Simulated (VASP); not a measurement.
Set up this calculation in VASP 6.6.1, as the native input.

```yaml
Task: relaxation of shape and atoms at fixed volume
Functional: PBEsol
Potentials_or_basis: VASP PAW PBE potentials, release 64 (Si, Sn_d, Ge_d)
Cutoff: 600 eV
k_mesh: 10 × 10 × 8
Occupations: fermi-dirac, width 0.15 eV
Spin: no spin polarisation
Dipole_correction: no
Further_INCAR_settings: ALGO = Normal; EDIFF = 1e-07; IBRION = 2; EDIFFG = -0.001; NSW = 80; ISIF = 4
```

The structure of SiSnGe2 lies in POSCAR:

```
SiSnGe2
1.0
    4.1323103447      0.0000000000      0.0000000000
    0.0000000000      4.1323103447      0.0000000000
    0.0000000000      0.0000000000      5.8925500494
Si Sn Ge
1 1 2
Direct
    0.0000000000      0.0000000000      0.0000000000
    0.5000000000      0.5000000000      0.5000000000
    0.5000000000      0.0000000000      0.7747010120
    0.0000000000      0.5000000000      0.2252989880
```

The input as run:

INCAR

```
PREC     = Accurate       # precision mode
ENCUT    = 600            # plane-wave cutoff, eV
EDIFF    = 1E-7           # SCF threshold, eV
ISMEAR   = -1             # smearing method
SIGMA    = 0.15           # smearing width, eV
LREAL    = F              # projectors in reciprocal space
LASPH    = T              # aspherical terms in the spheres
NELM     = 100            # most SCF steps
ALGO     = Normal         # electronic algorithm
ISIF     = 4              # what is computed and relaxed
LWAVE    = F              # write WAVECAR
LCHARG   = F              # write CHGCAR
GGA      = PS             # functional
IBRION   = 2              # ionic algorithm
NSW      = 80             # ionic steps
EDIFFG   = -0.001         # ionic threshold
```

KPOINTS

```
regular mesh
0
Gamma
  10 10 8
```

Potentials or basis: VASP PAW PBE potentials, release 64 (Si, Sn_d, Ge_d).

The run is started by

```console
$ cat potpaw_PBE.64/Si/POTCAR potpaw_PBE.64/Sn_d/POTCAR potpaw_PBE.64/Ge_d/POTCAR > POTCAR
$ mpirun -np 1 vasp_std > vasp.out
```

It gave:

The energy gained by relaxing is 0.0 meV/atom, the ionic steps are 3 and the pressure after relaxing is -1.2 GPa. The band gap on the k mesh is zero (bands 23 and 24 overlap by 0.05 eV).

Caveat: semilocal functionals underestimate gaps, and a narrow one can read as zero; the PAW data sets were made with another functional, which shifts forces and pressure a little; spin-orbit coupling is left out, which moves the levels of the heavy elements.

Run time: 7.5 min on 1 thread of Intel(R) Xeon(R) Platinum 8259CL CPU @ 2.50GHz (Skylake/Cascade Lake), with other jobs on the host, peak memory 0.5 GiB.
